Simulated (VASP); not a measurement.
# Sr (P6_3/mmc) in VASP: single point with LDA

Aim: the single point of Sr with LDA.

All numbers are computed with VASP 6.6.1; they aren't measurements. Logs are shortened: lines on timing, memory, paths and dates and some standing lists are left out, and cuts for length are marked.

## Step 1: The cell of the first run

It takes space group P6_3/mmc (No. 194, hexagonal). The conventional cell has a = 4.101 Å, b = 4.101 Å, c = 6.723 Å, α = 90.00°, β = 90.00°, γ = 120.00°. Within 5.4 Å of Sr (site symmetry -6m2) lie 12 Sr at 4.10 to 4.11 Å.

## Step 2: Single point, LDA

INCAR reads:

```
SYSTEM = Sr
ALGO     = Normal         ! electronic algorithm
EDIFF    = 1E-6           ! SCF threshold, eV
ENCUT    = 520            ! plane-wave cutoff, eV
GGA      = CA             ! functional
ISIF     = 2              ! what is computed and relaxed
ISMEAR   = -1             ! smearing method
LASPH    = .True.         ! aspherical terms in the spheres
LCHARG   = .True.         ! write CHGCAR
LELF     = .True.         ! ELF
LREAL    = .False.        ! projectors in reciprocal space
LVHAR    = .True.       
LWAVE    = .False.        ! write WAVECAR
NBANDS   = 17             ! bands
NELM     = 100            ! most SCF steps
PREC     = Accurate       ! precision mode
SIGMA    = 0.08           ! smearing width, eV
```

KPOINTS reads:

```
k-points
0
Gamma
  14 14 8
  0 0 0
```

POSCAR reads:

```
Sr
1.0
    4.1007652025      0.0000000000      0.0000000000
   -2.0503826012      3.5513668403      0.0000000000
    0.0000000000      0.0000000000      6.7234113085
Sr
2
Direct
    0.3333333333      0.6666666667      0.2500000000
    0.6666666667      0.3333333333      0.7500000000
```

Potentials or basis: VASP PAW LDA potentials, release 64 (Sr_sv).

Launch:

```sh
$ cat potpaw_LDA.64/Sr_sv/POTCAR > POTCAR
$ mpirun -np 1 vasp_std > vasp.out
```

OUTCAR:

```text
SYSTEM = Sr
   EDIFF = 1E-6
   ENCUT = 520
   GGA = CA
   ISIF = 2
   ISMEAR = -1
   LASPH = .True.
   LREAL = .False.
   NELM = 100
   PREC = Accurate

 ion  position               nearest neighbor table
   1  0.333  0.667  0.250-   2 4.11   2 4.11   2 4.11   2 4.11   2 4.11   2 4.11
   2  0.667  0.333  0.750-   1 4.11   1 4.11   1 4.11   1 4.11   1 4.11   1 4.11

  LATTYP: Found a hexagonal cell.
 ALAT       =     4.1007652025
 C/A-ratio  =     1.6395504196

  Lattice vectors:

 A1 = (   4.1007652025,   0.0000000000,   0.0000000000)
 A2 = (  -2.0503826012,   3.5513668403,   0.0000000000)
 A3 = (   0.0000000000,   0.0000000000,   6.7234113085)

Analysis of symmetry for initial positions (statically):
=====================================================================
 Subroutine PRICEL returns:
 Original cell was already a primitive cell.

 Routine SETGRP: Setting up the symmetry group for a
 hexagonal supercell.

 Subroutine GETGRP returns: Found 24 space group operations
 (whereof 12 operations were pure point group operations)
 out of a pool of 24 trial point group operations.

The static configuration has the point symmetry D_3d.
 The point group associated with its full space group is D_6h.

Analysis of symmetry for dynamics (positions and initial velocities):
=====================================================================
 Subroutine PRICEL returns:
 Original cell was already a primitive cell.

 Routine SETGRP: Setting up the symmetry group for a
 hexagonal supercell.

 Subroutine GETGRP returns: Found 24 space group operations
 (whereof 12 operations were pure point group operations)
 out of a pool of 24 trial point group operations.

The dynamic configuration has the point symmetry D_3d.
 The point group associated with its full space group is D_6h.

 Subroutine INISYM returns: Found 24 space group operations
 (whereof 12 operations are pure point group operations),
 and found     1 'primitive' translations

----------------------------------------------------------------------------------------

                                     Primitive cell

  volume of cell :      97.9152

  direct lattice vectors                    reciprocal lattice vectors
     4.100765202  0.000000000  0.000000000     0.243856927  0.140790862  0.000000000
    -2.050382601  3.551366840  0.000000000     0.000000000  0.281581725  0.000000000
     0.000000000  0.000000000  6.723411309     0.000000000  0.000000000  0.148734021

  length of vectors
     4.100765202  4.100765202  6.723411309     0.281581725  0.281581725  0.148734021

  position of ions in fractional coordinates (direct lattice)
     0.333333333  0.666666667  0.250000000
     0.666666667  0.333333333  0.750000000

  ion indices of the primitive-cell ions
   primitive index   ion index
                 1           1
                 2           2

----------------------------------------------------------------------------------------

 KPOINTS: k-points

Automatic generation of k-mesh.
 Grid dimensions read from file:
 generate k-points for:   14   14    8

 Generating k-lattice:

  Cartesian coordinates                     Fractional coordinates (reciprocal lattice)
     0.017418352  0.010056490  0.000000000     0.071428571  0.000000000  0.000000000
     0.000000000  0.020112980  0.000000000     0.000000000  0.071428571  0.000000000
     0.000000000  0.000000000  0.018591753     0.000000000  0.000000000  0.125000000

  Length of vectors
     0.020112980  0.020112980  0.018591753

  Shift w.r.t. Gamma in fractional coordinates (k-lattice)
     0.000000000  0.000000000  0.000000000

 Subroutine IBZKPT returns following result:
 ===========================================

 Found    120 irreducible k-points:

 Following reciprocal coordinates:
            Coordinates               Weight
  0.000000  0.000000  0.000000      1.000000
  0.071429  0.000000  0.000000      6.000000
  0.142857  0.000000  0.000000      6.000000
  0.214286  0.000000  0.000000      6.000000
  0.285714  0.000000  0.000000      6.000000
  0.357143  0.000000  0.000000      6.000000
[... 16 lines left out ...]
  0.285714  0.285714  0.000000      6.000000
  0.357143  0.285714  0.000000      6.000000
 [... further k-points ...]
   k-points           NKPTS =    120   k-points in BZ     NKDIM =    120   number of bands    NBANDS=     17
   number of dos      NEDOS =    301   number of ions     NIONS =      2
   total plane-waves  NPLWV =  45000
   dimension x,y,z NGX =    30 NGY =   30 NGZ =   50
   dimension x,y,z NGXF=    60 NGYF=   60 NGZF=  100
   ions per type =               2
   NGX,Y,Z   is equivalent  to a cutoff of  12.16, 12.16, 12.36 a.u.
   NGXF,Y,Z  is equivalent  to a cutoff of  24.32, 24.32, 24.73 a.u.
 SYSTEM =  Sr
   PREC   = accura    normal or accurate (medium, high low for compatibility)
   ISTART =      0    job   : 0-new  1-cont  2-samecut
   ICHARG =      2    charge: 1-file 2-atom 10-const
   ISPIN  =      1    spin polarized calculation?
   LNONCOLLINEAR =      F non collinear calculations
   LSORBIT =      F    spin-orbit coupling
   LASPH  =      T    aspherical Exc in radial PAW
   ENCUT  =  520.0 eV  38.22 Ry    6.18 a.u.   7.62  7.62 12.50*2*pi/ulx,y,z
   NELM   =    100;   NELMIN=  2; NELMDL= -5     # of ELM steps
   EDIFF  = 0.1E-05   stopping-criterion for ELM
   LREAL  =      F    real-space projection
   EDIFFG = 0.1E-04   stopping-criterion for IOM
   NSW    =      0    number of steps for IOM
   IBRION =     -1    ionic relax: 0-MD 1-quasi-New 2-CG
   NFREE  =      0    steps in history (QN), initial steepest desc. (CG)
   ISIF   =      2    stress and relaxation
   ISYM   =      2    0-nonsym 1-usesym 2-fastsym
   POTIM  = 0.5000    time-step for ionic-motion
   TEBEG  =    0.0;   TEEND  =   0.0 temperature during run
   PSTRESS=    0.0 pullay stress
   NELECT =      20.0000    total number of electrons
   NUPDOWN=      -1.0000    fix difference up-down
   EMIN   =  10.00;   EMAX   =-10.00  energy-range for DOS
   EFERMI =   0.00;   METHOD = LEGACY
   ISMEAR =    -1;   SIGMA  =   0.08  broadening in eV -4-tet -1-fermi 0-gaus
   EFERMI_NEDOS =   21; number of points for ismear=-14 and -15
   IALGO  =     38    algorithm
   IMIX   =      4    mixing-type and parameters
     AMIX     =   0.40;   BMIX     =  1.00
     AMIX_MAG =   1.60;   BMIX_MAG =  1.00
  volume/ion in A,a.u.               =      48.96       330.38
  Fermi-wavevector in a.u.,A,eV,Ry     =   0.964128  1.821938 12.647203  0.929543
  Thomas-Fermi vector in A             =   2.093733
   LORBIT       =      0    0 simple, 1 ext, 2 COOP (PROOUT), +10 PAW based schemes
   GGA     = CA    functional components
   LHFCALC =     F    Hartree Fock is set to
   AEXX    =    0.0000 exact exchange contribution
   IVDW    =     0    specifies the selected vdW correction
   LEPSILON=     F    determine dielectric tensor
   LRPA    =     F    only Hartree local field effects (RPA)
 non-spin polarized calculation
  energy-cutoff  :      520.00
  volume of cell :       97.92
 maximum number of plane-waves:      2671
   NGX = 15   NGY = 15   NGZ = 25

 number of electron      20.0000000 magnetization

 Free energy of the ion-electron system (eV)
  ---------------------------------------------------
  ext. energy  EPLUGINS =         0.00000000
  ---------------------------------------------------
  free energy    TOTEN  =        -3.80800539 eV

  energy without entropy =       -3.75315069  energy(sigma->0) =       -3.78057804

 E-fermi :   1.8168     XC(G=0):  -7.9288

 val. band max:        1.8157355364   @ k =   0.2857   0.2143   0.1250
 cond. band min:       1.8226464577   @ k =   0.3571   0.0714   0.0000
 fundamental gap:      0.0069109213
 Fermi energy:         1.8167703253

 k-point     1 :       0.0000    0.0000    0.0000
  band No.  band energies     occupation
      1     -34.3976      2.00000
      2     -34.3731      2.00000
      3     -16.6529      2.00000
      4     -16.3935      2.00000
      5     -16.3935      2.00000
      6     -16.3538      2.00000
[... 9 lines left out ...]
     16       4.6155      0.00000
     17       5.2003      0.00000

 k-point     2 :       0.0714    0.0000    0.0000
  band No.  band energies     occupation
      1     -34.3965      2.00000
      2     -34.3725      2.00000
      3     -16.6479      2.00000
      4     -16.4052      2.00000
      5     -16.3972      2.00000
      6     -16.3659      2.00000
[... 9 lines left out ...]
     16       4.6944      0.00000
     17       5.0501      0.00000

 k-point     3 :       0.1429    0.0000    0.0000
  band No.  band energies     occupation
      1     -34.3934      2.00000
      2     -34.3710      2.00000
      3     -16.6335      2.00000
      4     -16.4380      2.00000
      5     -16.4072      2.00000
      6     -16.3996      2.00000
[... 9 lines left out ...]
     16       4.6676      0.00000
     17       4.8968      0.00000

 k-point     4 :       0.2143    0.0000    0.0000
  band No.  band energies     occupation
      1     -34.3887      2.00000
      2     -34.3689      2.00000
      3     -16.6113      2.00000
      4     -16.4856      2.00000
      5     -16.4470      2.00000
      6     -16.4213      2.00000
[... 9 lines left out ...]
     16       4.8535      0.00000
     17       4.8762      0.00000
[... 343 lines left out ...]
      1     -34.3698      2.00000
      2     -34.3647      2.00000
      3     -16.5994      2.00000
      4     -16.5567      2.00000
      5     -16.5091      2.00000
      6     -16.4984      2.00000
[... 9 lines left out ...]
     16       5.8237      0.00000
     17       6.1042      0.00000

 k-point    23 :       0.2857    0.2857    0.0000
  band No.  band energies     occupation
      1     -34.3693      2.00000
      2     -34.3648      2.00000
      3     -16.5854      2.00000
      4     -16.5548      2.00000
      5     -16.5142      2.00000
      6     -16.4946      2.00000
[... 9 lines left out ...]
     16       5.6668      0.00000
     17       6.0196      0.00000

 k-point    24 :       0.3571    0.2857    0.0000
  band No.  band energies     occupation
      1     -34.3675      2.00000
      2     -34.3655      2.00000
      3     -16.5845      2.00000
      4     -16.5409      2.00000
      5     -16.5346      2.00000
      6     -16.4831      2.00000
[... 9 lines left out ...]
     16       5.7428      0.00000
     17       6.0090      0.00000

 [... further k-points ...]
[... 5 lines left out ...]
  --------------------------------------------------------------------------------------
  -------------------------------------------------------------------------------------
  Total       -0.0244451     -0.0244451     -0.0109813     -0.0000000     -0.0000000     -0.0000000
  in kB       -0.3999925     -0.3999925     -0.1796854     -0.0000000     -0.0000000     -0.0000000
  external PRESSURE =      -0.3265568 kB  Pullay stress =       0.0000000 kB

 VOLUME and BASIS-vectors are now :
 -----------------------------------------------------------------------------
  energy-cutoff  :      520.00
  volume of cell :       97.92
      direct lattice vectors                 reciprocal lattice vectors
     4.100765202  0.000000000  0.000000000     0.243856927  0.140790862  0.000000000
    -2.050382601  3.551366840  0.000000000     0.000000000  0.281581725  0.000000000
     0.000000000  0.000000000  6.723411309     0.000000000  0.000000000  0.148734021

 POSITION                                       TOTAL-FORCE (eV/Angst)
 -----------------------------------------------------------------------------------
     -0.00000      2.36758      1.68085         0.000000     -0.000000      0.000000
      2.05038      1.18379      5.04256        -0.000000      0.000000     -0.000000
 -----------------------------------------------------------------------------------
    total drift:                               -0.000000      0.000000     -0.000000

  FREE ENERGIE OF THE ION-ELECTRON SYSTEM (eV)
  ---------------------------------------------------
  free  energy   TOTEN  =        -3.8080053878 eV

  energy  without entropy=       -3.7531506947  energy(sigma->0) =       -3.78057804
```

Wall time 3.5 min (1 thread of AMD EPYC 7R43 (Zen 3), shared host); peak memory 0.26 GiB.

What came out:

| Item | Value |
| --- | --- |
| Free energy | -3.8080 eV |
| Pressure | 0.0 GPa |
| Band gap on the k mesh | zero (band 10 reaches 1.92 eV, above the bottom of band 11 at 1.79 eV) |

Levels at points of the mesh, in eV from the Fermi level:
| k point | band 6 | band 7 | band 8 | band 9 | band 10 | band 11 | band 12 | band 13 | band 14 | band 15 |
| --- | --- | --- | --- | --- | --- | --- | --- | --- | --- | --- |
| (0.00, 0.00, 0.00) | -18.17 | -18.17 | -18.17 | -3.82 | -1.24 | 0.30 | 2.32 | 2.35 | 2.35 | 2.80 |
| (0.50, 0.00, 0.00) | -18.28 | -18.24 | -18.21 | -1.14 | -0.49 | -0.03 | 0.23 | 1.43 | 2.04 | 2.24 |
| (0.00, 0.00, 0.50) | -18.19 | -18.19 | -18.19 | -2.78 | -2.78 | 1.28 | 1.28 | 2.34 | 2.34 | 2.34 |
| (0.50, 0.00, 0.50) | -18.25 | -18.25 | -18.25 | -0.90 | -0.90 | 0.41 | 0.41 | 1.37 | 1.37 | 3.15 |
